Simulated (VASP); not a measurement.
# TiN (de600) (Fm-3m) in VASP: further runs

The runs below take TiN (de600) through single point, relaxation of cell and atoms, with LDA.

Everything below comes from runs of VASP 6.6.1. Logs are shortened: lines on timing, memory, paths and dates and some standing lists are left out, and cuts for length are marked.

### 1 The cell of the first run

The structure is cubic, space group Fm-3m (No. 225). Conventional cell: a = 4.172 Å, b = 4.172 Å, c = 4.172 Å, α = 90.00°, β = 90.00°, γ = 90.00°. Within 2.8 Å of Ti (site symmetry m-3m) lie 6 N at 2.09 Å. Within 2.8 Å of N (site symmetry m-3m) lie 6 Ti at 2.09 Å.

### 2 Single point, LDA

Input file INCAR:

```
SYSTEM = TiN
PREC = Accurate
ENCUT = 520
EDIFF = 1E-7
ISMEAR = 0
SIGMA = 0.1
LREAL = .False.
LASPH = .True.
NELM = 80
ALGO = Normal
ISIF = 2
LWAVE = .False.
LCHARG = .False.
GGA = CA
NBANDS = 16
```

Input file KPOINTS:

```
regular mesh
0
Gamma
  8 8 8
  0 0 0
```

Input file POSCAR:

```
TiN
1.0
    0.0000000000      2.0858820416      2.0858820416
    2.0858820416      0.0000000000      2.0858820416
    2.0858820416      2.0858820416      0.0000000000
Ti N
1 1
Direct
    0.0000000000      0.0000000000      0.0000000000
    0.5000000000      0.5000000000      0.5000000000
```

Potentials or basis: VASP PAW LDA potentials, release 64 (Ti_sv, N).

Command:

```sh
> cat potpaw_LDA.64/Ti_sv/POTCAR potpaw_LDA.64/N/POTCAR > POTCAR
> mpirun -np 1 vasp_std > vasp.out
```

OUTCAR:

```text
SYSTEM = TiN
   PREC = Accurate
   ENCUT = 520
   EDIFF = 1E-7
   ISMEAR = 0
   LREAL = .False.
   LASPH = .True.
   NELM = 80
   ISIF = 2
   GGA = CA

 ion  position               nearest neighbor table
   1  0.000  0.000  0.000-   2 2.09   2 2.09   2 2.09   2 2.09   2 2.09   2 2.09
   2  0.500  0.500  0.500-   1 2.09   1 2.09   1 2.09   1 2.09   1 2.09   1 2.09

  LATTYP: Found a face centered cubic cell.
 ALAT       =     4.1717640832

  Lattice vectors:

 A1 = (   0.0000000000,   2.0858820416,   2.0858820416)
 A2 = (   2.0858820416,   0.0000000000,   2.0858820416)
 A3 = (   2.0858820416,   2.0858820416,   0.0000000000)

Analysis of symmetry for initial positions (statically):
=====================================================================
 Subroutine PRICEL returns:
 Original cell was already a primitive cell.

 Routine SETGRP: Setting up the symmetry group for a
 face centered cubic supercell.

 Subroutine GETGRP returns: Found 48 space group operations
[... 9 lines left out ...]

 Routine SETGRP: Setting up the symmetry group for a
 face centered cubic supercell.

 Subroutine GETGRP returns: Found 48 space group operations
[... 11 lines left out ...]
                                     Primitive cell

  volume of cell :      18.1509

  direct lattice vectors                    reciprocal lattice vectors
     0.000000000  2.085882042  2.085882042    -0.239706748  0.239706748  0.239706748
     2.085882042  0.000000000  2.085882042     0.239706748 -0.239706748  0.239706748
     2.085882042  2.085882042  0.000000000     0.239706748  0.239706748 -0.239706748

  length of vectors
     2.949882673  2.949882673  2.949882673     0.415184266  0.415184266  0.415184266

  position of ions in fractional coordinates (direct lattice)
     0.000000000  0.000000000  0.000000000
     0.500000000  0.500000000  0.500000000

  ion indices of the primitive-cell ions
   primitive index   ion index
                 1           1
                 2           2

----------------------------------------------------------------------------------------

 KPOINTS: regular mesh

Automatic generation of k-mesh.
 Grid dimensions read from file:
 generate k-points for:    8    8    8

 Generating k-lattice:

  Cartesian coordinates                     Fractional coordinates (reciprocal lattice)
    -0.029963343  0.029963343  0.029963343     0.125000000  0.000000000  0.000000000
     0.029963343 -0.029963343  0.029963343     0.000000000  0.125000000  0.000000000
     0.029963343  0.029963343 -0.029963343     0.000000000  0.000000000  0.125000000

  Length of vectors
     0.051898033  0.051898033  0.051898033

  Shift w.r.t. Gamma in fractional coordinates (k-lattice)
     0.000000000  0.000000000  0.000000000

 Subroutine IBZKPT returns following result:
 ===========================================

 Found     29 irreducible k-points:

 Following reciprocal coordinates:
            Coordinates               Weight
  0.000000  0.000000  0.000000      1.000000
  0.125000  0.000000  0.000000      8.000000
  0.250000  0.000000  0.000000      8.000000
  0.375000  0.000000  0.000000      8.000000
  0.500000  0.000000  0.000000      4.000000
  0.125000  0.125000  0.000000      6.000000
[... 16 lines left out ...]
  0.500000  0.250000  0.125000     48.000000
 -0.375000  0.250000  0.125000     24.000000
 [... further k-points ...]
   k-points           NKPTS =     29   k-points in BZ     NKDIM =     29   number of bands    NBANDS=     16
   number of dos      NEDOS =    301   number of ions     NIONS =      2
   total plane-waves  NPLWV =  13824
   dimension x,y,z NGX =    24 NGY =   24 NGZ =   24
   dimension x,y,z NGXF=    48 NGYF=   48 NGZF=   48
   ions per type =               1   1
   NGX,Y,Z   is equivalent  to a cutoff of  13.53, 13.53, 13.53 a.u.
   NGXF,Y,Z  is equivalent  to a cutoff of  27.05, 27.05, 27.05 a.u.
 SYSTEM =  TiN
   PREC   = accura    normal or accurate (medium, high low for compatibility)
   ISTART =      0    job   : 0-new  1-cont  2-samecut
   ICHARG =      2    charge: 1-file 2-atom 10-const
   ISPIN  =      1    spin polarized calculation?
   LNONCOLLINEAR =      F non collinear calculations
   LSORBIT =      F    spin-orbit coupling
   LASPH  =      T    aspherical Exc in radial PAW
   ENCUT  =  520.0 eV  38.22 Ry    6.18 a.u.   5.48  5.48  5.48*2*pi/ulx,y,z
   NELM   =     80;   NELMIN=  2; NELMDL= -5     # of ELM steps
   EDIFF  = 0.1E-06   stopping-criterion for ELM
   LREAL  =      F    real-space projection
   EDIFFG = 0.1E-05   stopping-criterion for IOM
   NSW    =      0    number of steps for IOM
   IBRION =     -1    ionic relax: 0-MD 1-quasi-New 2-CG
   NFREE  =      0    steps in history (QN), initial steepest desc. (CG)
   ISIF   =      2    stress and relaxation
   ISYM   =      2    0-nonsym 1-usesym 2-fastsym
   POTIM  = 0.5000    time-step for ionic-motion
   TEBEG  =    0.0;   TEEND  =   0.0 temperature during run
   PSTRESS=    0.0 pullay stress
   NELECT =      17.0000    total number of electrons
   NUPDOWN=      -1.0000    fix difference up-down
   EMIN   =  10.00;   EMAX   =-10.00  energy-range for DOS
   EFERMI =   0.00;   METHOD = LEGACY
   ISMEAR =     0;   SIGMA  =   0.10  broadening in eV -4-tet -1-fermi 0-gaus
   EFERMI_NEDOS =   21; number of points for ismear=-14 and -15
   IALGO  =     38    algorithm
   IMIX   =      4    mixing-type and parameters
     AMIX     =   0.40;   BMIX     =  1.00
     AMIX_MAG =   1.60;   BMIX_MAG =  1.00
  volume/ion in A,a.u.               =       9.08        61.24
  Fermi-wavevector in a.u.,A,eV,Ry     =   1.601738  3.026845 34.906612  2.565564
  Thomas-Fermi vector in A             =   2.698669
   LORBIT       =      0    0 simple, 1 ext, 2 COOP (PROOUT), +10 PAW based schemes
   GGA     = CA    functional components
   LHFCALC =     F    Hartree Fock is set to
   AEXX    =    0.0000 exact exchange contribution
   IVDW    =     0    specifies the selected vdW correction
   LEPSILON=     F    determine dielectric tensor
   LRPA    =     F    only Hartree local field effects (RPA)
 non-spin polarized calculation
 Gauss-broadening in eV      SIGMA  =   0.10
  energy-cutoff  :      520.00
  volume of cell :       18.15
 maximum number of plane-waves:       531
 NGX is ok and might be reduce to    24
   NGX = 11   NGY = 11   NGZ = 11

 number of electron      16.9999996 magnetization

 Free energy of the ion-electron system (eV)
  ---------------------------------------------------
  ext. energy  EPLUGINS =         0.00000000
  ---------------------------------------------------
  free energy    TOTEN  =       -21.66187809 eV

  energy without entropy =      -21.65345578  energy(sigma->0) =      -21.65766694

 E-fermi :  11.8837     XC(G=0): -13.6466

 val. band max:       11.8766598960   @ k =   0.3750   0.1250   0.0000
 cond. band min:      11.9084595998   @ k =  -0.3750   0.3750   0.1250
 fundamental gap:      0.0317997038
 Fermi energy:        11.8836916799

 k-point     1 :       0.0000    0.0000    0.0000
  band No.  band energies     occupation
      1     -45.1966      2.00000
      2     -21.5123      2.00000
      3     -21.5123      2.00000
      4     -21.5123      2.00000
      5      -5.2709      2.00000
      6       9.7997      2.00000
[... 8 lines left out ...]
     15      25.1973      0.00000
     16      32.3499      0.00000

 k-point     2 :       0.1250    0.0000    0.0000
  band No.  band energies     occupation
      1     -45.1779      2.00000
      2     -21.6362      2.00000
      3     -21.5222      2.00000
      4     -21.5222      2.00000
      5      -4.9401      2.00000
      6       8.3686      2.00000
[... 8 lines left out ...]
     15      25.4309      0.00000
     16      31.8392      0.00000

 k-point     3 :       0.2500    0.0000    0.0000
  band No.  band energies     occupation
      1     -45.1326      2.00000
      2     -21.9259      2.00000
      3     -21.5459      2.00000
      4     -21.5459      2.00000
      5      -4.0758      2.00000
      6       6.1703      2.00000
[... 8 lines left out ...]
     15      25.2282      0.00000
     16      29.9889      0.00000

 k-point     4 :       0.3750    0.0000    0.0000
  band No.  band energies     occupation
      1     -45.0868      2.00000
      2     -22.2034      2.00000
      3     -21.5695      2.00000
      4     -21.5695      2.00000
      5      -3.0445      2.00000
      6       4.2986      2.00000
[... 8 lines left out ...]
     15      25.6440      0.00000
     16      27.7884      0.00000

 k-point     5 :       0.5000    0.0000    0.0000
  band No.  band energies     occupation
      1     -45.0677      2.00000
      2     -22.3151      2.00000
      3     -21.5791      2.00000
      4     -21.5791      2.00000
      5      -2.5179      2.00000
      6       3.4951      2.00000
[... 8 lines left out ...]
     15      26.2638      0.00000
     16      26.8094      0.00000

 k-point     6 :       0.1250    0.1250    0.0000
  band No.  band energies     occupation
      1     -45.1717      2.00000
      2     -21.6275      2.00000
      3     -21.5495      2.00000
      4     -21.5495      2.00000
      5      -4.8550      2.00000
      6       7.5465      2.00000
[... 8 lines left out ...]
     15      25.6380      0.00000
     16      31.2204      0.00000
[... 267 lines left out ...]
 k-point    21 :       0.5000    0.5000    0.0000
  band No.  band energies     occupation
      1     -45.0263      2.00000
      2     -22.1761      2.00000
      3     -21.7660      2.00000
      4     -21.7660      2.00000
      5      -3.8328      2.00000
      6       5.9899      2.00000
[... 8 lines left out ...]
     15      24.0557      0.00000
     16      26.9580      0.00000

 k-point    22 :       0.3750    0.2500    0.1250
  band No.  band energies     occupation
      1     -45.0989      2.00000
      2     -21.9774      2.00000
      3     -21.6886      2.00000
      4     -21.5862      2.00000
      5      -3.7142      2.00000
      6       5.3207      2.00000
[... 8 lines left out ...]
     15      25.3099      0.00000
     16      27.5975      0.00000

 k-point    23 :       0.5000    0.2500    0.1250
  band No.  band energies     occupation
      1     -45.0621      2.00000
      2     -22.1216      2.00000
      3     -21.7605      2.00000
      4     -21.6236      2.00000
      5      -3.1561      2.00000
      6       4.7469      2.00000
[... 8 lines left out ...]
     15      24.9568      0.00000
     16      26.4692      0.00000

 k-point    24 :      -0.3750    0.2500    0.1250
  band No.  band energies     occupation
      1     -45.0468      2.00000
      2     -22.1840      2.00000
      3     -21.7788      2.00000
      4     -21.6467      2.00000
      5      -2.9134      2.00000
      6       4.5105      2.00000
[... 8 lines left out ...]
     15      25.1839      0.00000
     16      26.2070      0.00000

 [... further k-points ...]

------------------------ aborting loop because EDIFF is reached ----------------------------------------

  FORCE on cell =-STRESS in cart. coord.  units (eV):
  Direction    XX          YY          ZZ          XY          YZ          ZX
  --------------------------------------------------------------------------------------
  -------------------------------------------------------------------------------------
  Total        0.1403976      0.1403976      0.1403976      0.0000000      0.0000000      0.0000000
  in kB       12.3928487     12.3928487     12.3928487      0.0000000      0.0000000      0.0000000
  external PRESSURE =      12.3928487 kB  Pullay stress =       0.0000000 kB

 VOLUME and BASIS-vectors are now :
 -----------------------------------------------------------------------------
  energy-cutoff  :      520.00
  volume of cell :       18.15
      direct lattice vectors                 reciprocal lattice vectors
     0.000000000  2.085882042  2.085882042    -0.239706748  0.239706748  0.239706748
     2.085882042  0.000000000  2.085882042     0.239706748 -0.239706748  0.239706748
     2.085882042  2.085882042  0.000000000     0.239706748  0.239706748 -0.239706748

 POSITION                                       TOTAL-FORCE (eV/Angst)
 -----------------------------------------------------------------------------------
      0.00000      0.00000      0.00000        -0.000000      0.000000     -0.000000
      2.08588      2.08588      2.08588         0.000000     -0.000000      0.000000
 -----------------------------------------------------------------------------------
    total drift:                                0.000000     -0.000000     -0.000000

  FREE ENERGIE OF THE ION-ELECTRON SYSTEM (eV)
  ---------------------------------------------------
  free  energy   TOTEN  =       -21.6618780884 eV

  energy  without entropy=      -21.6534557843  energy(sigma->0) =      -21.65766694
```

It took 20 s on 1 thread of AMD EPYC 7R13, shared host; peak memory 0.1 GiB.

What came out:

```
Free energy : -21.6619 eV
Pressure    : 1.2 GPa
```

Levels at points of the mesh, in eV from the Fermi level:
```tsv
k point	band 5	band 6	band 7	band 8	band 9	band 10	band 11	band 12	band 13	band 14
(0.00, 0.00, 0.00)	-17.15	-2.08	-2.08	-2.08	-0.70	-0.70	-0.70	0.59	0.59	6.13
(0.50, 0.00, 0.00)	-14.40	-8.39	-5.76	-5.76	1.81	1.81	2.55	6.14	6.14	6.35
(0.50, 0.50, 0.00)	-15.72	-5.89	-3.34	-3.27	-3.27	1.75	2.58	2.58	4.05	11.26
```

### 3 Single point, LDA

This run uses another cell than the first one, of 9.54 Å³/atom, 1.051 times its volume.

Input file INCAR:

```
SYSTEM = TiN
PREC     = Accurate       ! precision mode
ENCUT    = 520            ! plane-wave cutoff, eV
EDIFF    = 1E-6           ! SCF threshold, eV
ISMEAR   = 0              ! smearing method
SIGMA    = 0.1            ! smearing width, eV
LREAL    = .FALSE.        ! projectors in reciprocal space
LASPH    = .TRUE.         ! aspherical terms in the spheres
NELM     = 100            ! most SCF steps
ALGO     = Normal         ! electronic algorithm
ISIF     = 2              ! what is computed and relaxed
LWAVE    = .FALSE.        ! write WAVECAR
LCHARG   = .FALSE.        ! write CHGCAR
GGA      = CA             ! functional
NBANDS   = 16             ! bands
```

Input file KPOINTS:

```
Automatic mesh
0
G
  8 8 8
  0 0 0
```

Input file POSCAR:

```
TiN
1.0
    0.0000000000      2.1206234500      2.1206234500
    2.1206234500      0.0000000000      2.1206234500
    2.1206234500      2.1206234500      0.0000000000
Ti N
1 1
Direct
    0.0000000000      0.0000000000      0.0000000000
    0.5000000000      0.5000000000      0.5000000000
```

Potentials or basis: VASP PAW LDA potentials, release 64 (Ti_sv, N).

Command:

```sh
> cat potpaw_LDA.64/Ti_sv/POTCAR potpaw_LDA.64/N/POTCAR > POTCAR
> mpirun -np 1 vasp_std > vasp.out
```

It took 25 s on 1 thread of AMD EPYC 7R13, shared host; peak memory 0.1 GiB.

It converged, with:

```
Free energy : -21.6268 eV
Pressure    : -13.2 GPa
```

Levels at points of the mesh, in eV from the Fermi level:
```csv
k point,band 6,band 7,band 8,band 9,band 10,band 11,band 12,band 13
"(0.00, 0.00, 0.00)",-2.01,-2.01,-2.01,-0.65,-0.65,-0.65,0.55,0.55
"(0.50, 0.00, 0.00)",-8.07,-5.48,-5.48,1.68,1.68,2.36,5.74,5.74
"(0.50, 0.50, 0.00)",-5.78,-3.20,-3.20,-3.11,1.62,2.39,2.39,3.67
```

[end of part 1 of 2]
